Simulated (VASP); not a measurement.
Wanted: the native input for a VASP 6.6.1 run.

* Task: single point
* Functional: PBEsol
* Potentials or basis: VASP PAW PBE potentials, release 64 (Sn_d, O)
* Cutoff: 600 eV
* k mesh: 14 × 14 × 14
* Occupations: gaussian, width 0.1 eV
* Spin: no spin polarisation
* Dipole correction: no
* Further INCAR settings: ALGO = Normal; EDIFF = 1e-06; NBANDS = 20

The structure of SnO2 lies in POSCAR:

```
SnO2
1.0
    0.0000000000      2.6809000005      2.6809000005
    2.6809000005      0.0000000000      2.6809000005
    2.6809000005      2.6809000005      0.0000000000
Sn O
1 2
Direct
    0.0000000000      0.0000000000      0.0000000000
    0.2500000000      0.2500000000      0.2500000000
    0.7500000000      0.7500000000      0.7500000000
```

This cell differs from its parent crystal: strained.

These files were run (other wordings do the same):

INCAR

```
SYSTEM = SnO2
PREC = Accurate
ENCUT = 600
EDIFF = 1E-6
ISMEAR = 0
SIGMA = 0.1
LREAL = .FALSE.
LASPH = .TRUE.
NELM = 120
ALGO = Normal
ISIF = 2
LWAVE = .FALSE.
LCHARG = .TRUE.
GGA = PS
LELF = .TRUE.
LVHAR = .TRUE.
NBANDS = 20
GGA_COMPAT = .FALSE.
```

KPOINTS

```
regular mesh
0
G
  14 14 14
  0 0 0
```

Potentials or basis: VASP PAW PBE potentials, release 64 (Sn_d, O).

Run with:

```console
$ cat potpaw_PBE.64/Sn_d/POTCAR potpaw_PBE.64/O/POTCAR > POTCAR
$ mpirun -np 1 vasp_std > vasp.out
```

Results of the run:

```json
{
  "Pressure": "-22.2 GPa",
  "Band gap on the k mesh": "zero (bands 13 and 14 overlap by 1.11 eV)"
}
```

Caveat: the cell differs from its parent crystal (strained); the cell stands under tension; the PAW data sets were made with another functional, which shifts forces and pressure a little; spin-orbit coupling is left out, which moves the levels of the heavy elements.

Run time: 2.6 min on 1 thread of Intel Xeon 8259CL (shared host), peak memory 0.23 GiB.
